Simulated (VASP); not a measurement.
# MgS in VASP: further runs

The runs below take MgS through single point, with PBE, r2SCAN.

Program: VASP 6.6.1. These are calculated values, not measurements. Logs are shortened: lines on timing, memory, paths and dates and some standing lists are left out, and cuts for length are marked.

### Step 1. The cell of the first run

Symmetry: Fm-3m, No. 225, cubic system. The conventional cell has a = 5.203 Å, b = 5.203 Å, c = 5.203 Å, α = 90.00°, β = 90.00°, γ = 90.00°. S (site symmetry m-3m) has 6 Mg at 2.60 Å within 3.4 Å. Mg (site symmetry m-3m) has 6 S at 2.60 Å within 3.4 Å.

### Step 2. Single point, PBE

INCAR

```
SYSTEM = MgS
PREC     = Accurate       ! precision mode
ENCUT    = 520            ! plane-wave cutoff, eV
EDIFF    = 1E-6           ! SCF threshold, eV
ISMEAR   = -1             ! smearing method
SIGMA    = 0.04           ! smearing width, eV
LREAL    = .False.        ! projectors in reciprocal space
LASPH    = .True.         ! aspherical terms in the spheres
NELM     = 80             ! most SCF steps
ALGO     = Normal         ! electronic algorithm
ISIF     = 2              ! what is computed and relaxed
LWAVE    = .False.        ! write WAVECAR
LCHARG   = .False.        ! write CHGCAR
GGA      = PE             ! functional
NBANDS   = 11             ! bands
```

KPOINTS

```
regular mesh
0
Gamma
  5 5 5
  0 0 0
```

POSCAR

```
MgS
1.0
    0.0000000000      2.6016500000      2.6016500000
    2.6016500000      0.0000000000      2.6016500000
    2.6016500000      2.6016500000      0.0000000000
S Mg
1 1
Direct
    0.5000000000      0.5000000000      0.5000000000
    0.0000000000      0.0000000000      0.0000000000
```

Potentials or basis: VASP PAW PBE potentials, release 64 (S, Mg).

Started as:

```console
cat potpaw_PBE.64/S/POTCAR potpaw_PBE.64/Mg/POTCAR > POTCAR
mpirun -np 1 vasp_std > vasp.out
```

OUTCAR:

```text
SYSTEM = MgS
   PREC = Accurate
   ENCUT = 520
   EDIFF = 1E-6
   ISMEAR = -1
   LREAL = .False.
   LASPH = .True.
   NELM = 80
   ISIF = 2
   GGA = PE

 ion  position               nearest neighbor table
   1  0.500  0.500  0.500-   2 2.60   2 2.60   2 2.60   2 2.60   2 2.60   2 2.60
   2  0.000  0.000  0.000-   1 2.60   1 2.60   1 2.60   1 2.60   1 2.60   1 2.60

  LATTYP: Found a face centered cubic cell.
 ALAT       =     5.2033000000

  Lattice vectors:

 A1 = (   0.0000000000,   2.6016500000,   2.6016500000)
 A2 = (   2.6016500000,   0.0000000000,   2.6016500000)
 A3 = (   2.6016500000,   2.6016500000,   0.0000000000)

Analysis of symmetry for initial positions (statically):
=====================================================================
 Subroutine PRICEL returns:
 Original cell was already a primitive cell.

 Routine SETGRP: Setting up the symmetry group for a
 face centered cubic supercell.

 Subroutine GETGRP returns: Found 48 space group operations
 (whereof 48 operations were pure point group operations)
 out of a pool of 48 trial point group operations.

The static configuration has the point symmetry O_h .

Analysis of symmetry for dynamics (positions and initial velocities):
=====================================================================
 Subroutine PRICEL returns:
 Original cell was already a primitive cell.

 Routine SETGRP: Setting up the symmetry group for a
 face centered cubic supercell.

 Subroutine GETGRP returns: Found 48 space group operations
 (whereof 48 operations were pure point group operations)
 out of a pool of 48 trial point group operations.

The dynamic configuration has the point symmetry O_h .

 Subroutine INISYM returns: Found 48 space group operations
 (whereof 48 operations are pure point group operations),
 and found     1 'primitive' translations

----------------------------------------------------------------------------------------

                                     Primitive cell

  volume of cell :      35.2190

  direct lattice vectors                    reciprocal lattice vectors
     0.000000000  2.601650000  2.601650000    -0.192185728  0.192185728  0.192185728
     2.601650000  0.000000000  2.601650000     0.192185728 -0.192185728  0.192185728
     2.601650000  2.601650000  0.000000000     0.192185728  0.192185728 -0.192185728

  length of vectors
     3.679288715  3.679288715  3.679288715     0.332875446  0.332875446  0.332875446

  position of ions in fractional coordinates (direct lattice)
     0.500000000  0.500000000  0.500000000
     0.000000000  0.000000000  0.000000000

  ion indices of the primitive-cell ions
   primitive index   ion index
                 1           1
                 2           2

----------------------------------------------------------------------------------------

 KPOINTS: regular mesh

Automatic generation of k-mesh.
 Grid dimensions read from file:
 generate k-points for:    5    5    5

 Generating k-lattice:

  Cartesian coordinates                     Fractional coordinates (reciprocal lattice)
    -0.038437146  0.038437146  0.038437146     0.200000000  0.000000000  0.000000000
     0.038437146 -0.038437146  0.038437146     0.000000000  0.200000000  0.000000000
     0.038437146  0.038437146 -0.038437146     0.000000000  0.000000000  0.200000000

  Length of vectors
     0.066575089  0.066575089  0.066575089

  Shift w.r.t. Gamma in fractional coordinates (k-lattice)
     0.000000000  0.000000000  0.000000000

 Subroutine IBZKPT returns following result:
 ===========================================

 Found     10 irreducible k-points:

 Following reciprocal coordinates:
            Coordinates               Weight
  0.000000  0.000000  0.000000      1.000000
  0.200000  0.000000  0.000000      8.000000
  0.400000  0.000000  0.000000      8.000000
  0.200000  0.200000  0.000000      6.000000
  0.400000  0.200000  0.000000     24.000000
 -0.400000  0.200000  0.000000     24.000000
 -0.200000  0.200000  0.000000     12.000000
  0.400000  0.400000  0.000000      6.000000
 -0.400000  0.400000  0.000000     12.000000
 -0.400000  0.400000  0.200000     24.000000
   k-points           NKPTS =     10   k-points in BZ     NKDIM =     10   number of bands    NBANDS=     11
   number of dos      NEDOS =    301   number of ions     NIONS =      2
   total plane-waves  NPLWV =  21952
   dimension x,y,z NGX =    28 NGY =   28 NGZ =   28
   dimension x,y,z NGXF=    56 NGYF=   56 NGZF=   56
   ions per type =               1   1
   NGX,Y,Z   is equivalent  to a cutoff of  12.65, 12.65, 12.65 a.u.
   NGXF,Y,Z  is equivalent  to a cutoff of  25.30, 25.30, 25.30 a.u.
 SYSTEM =  MgS
   PREC   = accura    normal or accurate (medium, high low for compatibility)
   ISTART =      0    job   : 0-new  1-cont  2-samecut
   ICHARG =      2    charge: 1-file 2-atom 10-const
   ISPIN  =      1    spin polarized calculation?
   LNONCOLLINEAR =      F non collinear calculations
   LSORBIT =      F    spin-orbit coupling
   LASPH  =      T    aspherical Exc in radial PAW
   ENCUT  =  520.0 eV  38.22 Ry    6.18 a.u.   6.84  6.84  6.84*2*pi/ulx,y,z
   NELM   =     80;   NELMIN=  2; NELMDL= -5     # of ELM steps
   EDIFF  = 0.1E-05   stopping-criterion for ELM
   LREAL  =      F    real-space projection
   EDIFFG = 0.1E-04   stopping-criterion for IOM
   NSW    =      0    number of steps for IOM
   IBRION =     -1    ionic relax: 0-MD 1-quasi-New 2-CG
   NFREE  =      0    steps in history (QN), initial steepest desc. (CG)
   ISIF   =      2    stress and relaxation
   ISYM   =      2    0-nonsym 1-usesym 2-fastsym
   POTIM  = 0.5000    time-step for ionic-motion
   TEBEG  =    0.0;   TEEND  =   0.0 temperature during run
   PSTRESS=    0.0 pullay stress
   NELECT =       8.0000    total number of electrons
   NUPDOWN=      -1.0000    fix difference up-down
   EMIN   =  10.00;   EMAX   =-10.00  energy-range for DOS
   EFERMI =   0.00;   METHOD = LEGACY
   ISMEAR =    -1;   SIGMA  =   0.04  broadening in eV -4-tet -1-fermi 0-gaus
   EFERMI_NEDOS =   21; number of points for ismear=-14 and -15
   IALGO  =     38    algorithm
   IMIX   =      4    mixing-type and parameters
     AMIX     =   0.40;   BMIX     =  1.00
     AMIX_MAG =   1.60;   BMIX_MAG =  1.00
  volume/ion in A,a.u.               =      17.61       118.83
  Fermi-wavevector in a.u.,A,eV,Ry     =   0.998878  1.887606 13.575323  0.997758
  Thomas-Fermi vector in A             =   2.131131
   LORBIT       =      0    0 simple, 1 ext, 2 COOP (PROOUT), +10 PAW based schemes
   GGA     = PE    functional components
   LHFCALC =     F    Hartree Fock is set to
   AEXX    =    0.0000 exact exchange contribution
   IVDW    =     0    specifies the selected vdW correction
   LEPSILON=     F    determine dielectric tensor
   LRPA    =     F    only Hartree local field effects (RPA)
 non-spin polarized calculation
  energy-cutoff  :      520.00
  volume of cell :       35.22
 maximum number of plane-waves:       962
   NGX = 13   NGY = 13   NGZ = 13

 number of electron       8.0000000 magnetization

 Free energy of the ion-electron system (eV)
  ---------------------------------------------------
  ext. energy  EPLUGINS =         0.00000000
  ---------------------------------------------------
  free energy    TOTEN  =        -8.49088642 eV

  energy without entropy =       -8.49088642  energy(sigma->0) =       -8.49088642

 E-fermi :   4.5397     XC(G=0):  -9.6859

 val. band max:        3.7333927393   @ k =   0.0000   0.0000   0.0000
 cond. band min:       6.9165298837   @ k =   0.4000   0.4000   0.0000
 fundamental gap:      3.1831371443
 Fermi energy:         4.5397467852

 k-point     1 :       0.0000    0.0000    0.0000
  band No.  band energies     occupation
      1      -8.9338      2.00000
      2       3.7334      2.00000
      3       3.7334      2.00000
      4       3.7334      2.00000
      5       7.4402      0.00000
      6      11.6827      0.00000
      7      11.6827      0.00000
      8      11.6827      0.00000
      9      14.0781      0.00000
     10      14.0781      0.00000
     11      16.2665      0.00000

 k-point     2 :       0.2000    0.0000    0.0000
  band No.  band energies     occupation
      1      -8.5612      2.00000
      2       1.6263      2.00000
      3       3.5047      2.00000
      4       3.5047      2.00000
      5       8.6690      0.00000
      6      11.5533      0.00000
      7      11.8321      0.00000
      8      11.8321      0.00000
      9      13.5283      0.00000
     10      13.5283      0.00000
     11      15.9352      0.00000

 k-point     3 :       0.4000    0.0000    0.0000
  band No.  band energies     occupation
      1      -7.7922      2.00000
      2      -0.7209      2.00000
      3       3.1918      2.00000
      4       3.1918      2.00000
      5       8.3681      0.00000
      6      10.7935      0.00000
      7      10.7935      0.00000
      8      13.6595      0.00000
      9      15.4226      0.00000
     10      16.4509      0.00000
     11      16.4509      0.00000

 k-point     4 :       0.2000    0.2000    0.0000
  band No.  band energies     occupation
      1      -8.4417      2.00000
      2       1.7807      2.00000
      3       3.0261      2.00000
      4       3.0261      2.00000
      5       9.1635      0.00000
      6       9.8691      0.00000
      7      11.4768      0.00000
      8      13.2343      0.00000
      9      13.2343      0.00000
     10      14.7305      0.00000
     11      18.2957      0.00000
[... 43 lines left out ...]
 k-point     8 :       0.4000    0.4000    0.0000
  band No.  band energies     occupation
      1      -7.4595      2.00000
      2      -0.1605      2.00000
      3       2.1733      2.00000
      4       2.1733      2.00000
      5       6.9165      0.00000
      6       8.3255      0.00000
      7      14.7164      0.00000
      8      16.1427      0.00000
      9      16.1427      0.00000
     10      16.1970      0.00000
     11      20.6125      0.00000

 k-point     9 :      -0.4000    0.4000    0.0000
  band No.  band energies     occupation
      1      -7.2439      2.00000
      2      -0.1401      2.00000
      3       0.9053      2.00000
      4       2.2598      2.00000
      5       7.3501      0.00000
      6       9.7037      0.00000
      7      13.9917      0.00000
      8      14.3386      0.00000
      9      15.9568      0.00000
     10      17.9160      0.00000
     11      20.3593      0.00000

 k-point    10 :      -0.4000    0.4000    0.2000
  band No.  band energies     occupation
      1      -7.3410      2.00000
      2       0.0024      2.00000
      3       1.0318      2.00000
      4       1.9638      2.00000
      5       8.8692      0.00000
      6      10.7398      0.00000
      7      11.2385      0.00000
      8      13.5846      0.00000
      9      16.5345      0.00000
     10      17.4120      0.00000
     11      20.1432      0.00000

------------------------ aborting loop because EDIFF is reached ----------------------------------------

  FORCE on cell =-STRESS in cart. coord.  units (eV):
  Direction    XX          YY          ZZ          XY          YZ          ZX
  --------------------------------------------------------------------------------------
  -------------------------------------------------------------------------------------
  Total        0.2098806      0.2098806      0.2098806     -0.0000000      0.0000000     -0.0000000
  in kB        9.5478658      9.5478658      9.5478658     -0.0000000      0.0000000     -0.0000000
  external PRESSURE =       9.5478658 kB  Pullay stress =       0.0000000 kB

 VOLUME and BASIS-vectors are now :
 -----------------------------------------------------------------------------
  energy-cutoff  :      520.00
  volume of cell :       35.22
      direct lattice vectors                 reciprocal lattice vectors
     0.000000000  2.601650000  2.601650000    -0.192185728  0.192185728  0.192185728
     2.601650000  0.000000000  2.601650000     0.192185728 -0.192185728  0.192185728
     2.601650000  2.601650000  0.000000000     0.192185728  0.192185728 -0.192185728

 POSITION                                       TOTAL-FORCE (eV/Angst)
 -----------------------------------------------------------------------------------
      2.60165      2.60165      2.60165         0.000000      0.000000      0.000000
      0.00000      0.00000      0.00000        -0.000000     -0.000000     -0.000000
 -----------------------------------------------------------------------------------
    total drift:                                0.000000      0.000000      0.000000

  FREE ENERGIE OF THE ION-ELECTRON SYSTEM (eV)
  ---------------------------------------------------
  free  energy   TOTEN  =        -8.4908864161 eV

  energy  without entropy=       -8.4908864160  energy(sigma->0) =       -8.49088642
```

It took 6.8 s on 1 thread of AMD EPYC 7R43 (Zen 3), shared host; peak memory 0.11 GiB.

What came out:

| Quantity | Value |
| --- | --- |
| Free energy | -8.4909 eV |
| Pressure | 1.0 GPa |
| Band gap on the k mesh | 3.18 eV (least direct gap 3.71 eV) |

Caveat: an odd mesh through Γ misses points on the zone boundary, where band edges can lie.

(Part 1 of 2 ends here.)
